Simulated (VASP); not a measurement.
Set up this calculation in VASP 6.6.1, as the native input.

```yaml
Task: single point
Functional: BLYP
Dispersion: D3(BJ)
Potentials_or_basis: VASP PAW PBE potentials, release 64 (Sn_d)
Cutoff: 520 eV
k_mesh: 11 × 11 × 11
Occupations: fermi-dirac, width 0.05 eV
Spin: no spin polarisation
Dipole_correction: no
Further_INCAR_settings: ALGO = Normal; EDIFF = 1e-06; NBANDS = 13
```

The structure of Sn lies in POSCAR:

```
Sn
1.0
   -1.7149409732      1.7149080247      2.3491938069
    1.7149409732     -1.7149080247      2.3491938069
    1.7149409732      1.7149080247     -2.3491938069
Sn
1
Direct
    0.0000000000      0.0000000000      0.0000000000
```

One way to write it, as run:

INCAR

```
AGGAC = 1.0
AGGAX = 1.0
ALDAC = 0.0
ALDAX = 1.0
ALGO = Normal
EDIFF = 1E-6
ENCUT = 520
GGA = B5
ISIF = 2
ISMEAR = -1
IVDW = 12
LASPH = True
LCHARG = False
LREAL = False
LWAVE = False
NBANDS = 13
NELM = 100
PREC = Accurate
SIGMA = 0.05
VDW_A1 = 0.4298
VDW_A2 = 4.2359
VDW_S6 = 1.0
VDW_S8 = 2.6996
```

KPOINTS

```
k-points
0
Gamma
  11 11 11
```

Potentials or basis: VASP PAW PBE potentials, release 64 (Sn_d).

Launch:

```sh
$ cat potpaw_PBE.64/Sn_d/POTCAR > POTCAR
$ mpirun -np 1 vasp_std > vasp.out
```

Results of the run:

```
Pressure                   : 0.0 GPa
Band gap on the k mesh     : zero (band 7 reaches 15.73 eV, above the bottom of band 8 at 6.68 eV)
Dispersion energy per atom : -0.903 eV
```

Caveat: the PAW data sets were made with another functional, which shifts forces and pressure a little; spin-orbit coupling is left out, which moves the levels of the heavy elements; pairwise dispersion overbinds metals, which lowers pressure and volume.

It took 61 s on 1 thread of Intel(R) Xeon(R) Platinum 8375C CPU @ 2.90GHz (Ice Lake) (shared host), peak memory 0.22 GiB.
